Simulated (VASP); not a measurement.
CdTe: single point with PBE

CdTe:

```xyz
2
Lattice="3.8087 0.0000 0.0000 0.0000 3.8087 0.0000 0.0000 0.0000 4.9921" Properties=species:S:1:pos:R:3 pbc="T T T"
Cd    1.9043    1.9043    2.4960
Te    0.0000    0.0000    0.0000
```

| Item | Value |
| --- | --- |
| Program | VASP 6.6.1 |
| Task | single point |
| Functional | PBE |
| Potentials or basis | VASP PAW PBE potentials, release 64 (Cd, Te) |
| Cutoff | 520 eV |
| k mesh | 6 × 6 × 4 |
| Occupations | gaussian, width 0.1 eV |
| Spin | no spin polarisation |
| Dipole correction | no |
| Further INCAR settings | ALGO = Normal; EDIFF = 1e-06; NBANDS = 16 |

```json
{"Pressure": "-6.1 GPa", "Band gap on the k mesh": "zero (band 9 reaches 3.12 eV, above the bottom of band 10 at 1.50 eV)"}
```

Stress tensor (GPa, compression positive):
```
-5.32  0.00  0.00
 0.00 -5.32  0.00
 0.00  0.00 -7.58
```

Levels at points of the mesh, in eV from the Fermi level:
| k point | band 6 | band 7 | band 8 | band 9 | band 10 | band 11 | band 12 | band 13 |
| --- | --- | --- | --- | --- | --- | --- | --- | --- |
| (0.00, 0.00, 0.00) | -7.94 | -2.35 | -2.08 | 0.30 | 0.30 | 5.27 | 5.99 | 6.82 |
| (0.50, 0.00, 0.00) | -7.95 | -4.13 | -0.80 | 0.95 | 1.03 | 1.53 | 3.29 | 6.95 |
| (0.50, 0.50, 0.00) | -7.86 | -2.68 | -2.68 | -0.46 | -0.30 | 3.96 | 3.96 | 5.59 |
| (0.00, 0.00, 0.50) | -7.94 | -4.77 | 0.59 | 0.59 | 2.11 | 3.28 | 6.20 | 6.20 |
| (0.50, 0.00, 0.50) | -7.90 | -3.32 | -2.54 | -1.77 | 1.06 | 4.86 | 6.52 | 7.28 |
| (0.50, 0.50, 0.50) | -7.86 | -2.11 | -2.11 | -0.93 | 0.29 | 1.70 | 1.70 | 2.29 |

Run time: 24 s on 1 thread of Intel(R) Xeon(R) Platinum 8375C CPU @ 2.90GHz (Ice Lake) (shared host), peak memory 0.19 GiB.

Caveat: spin-orbit coupling is left out, which moves the levels of the heavy elements.
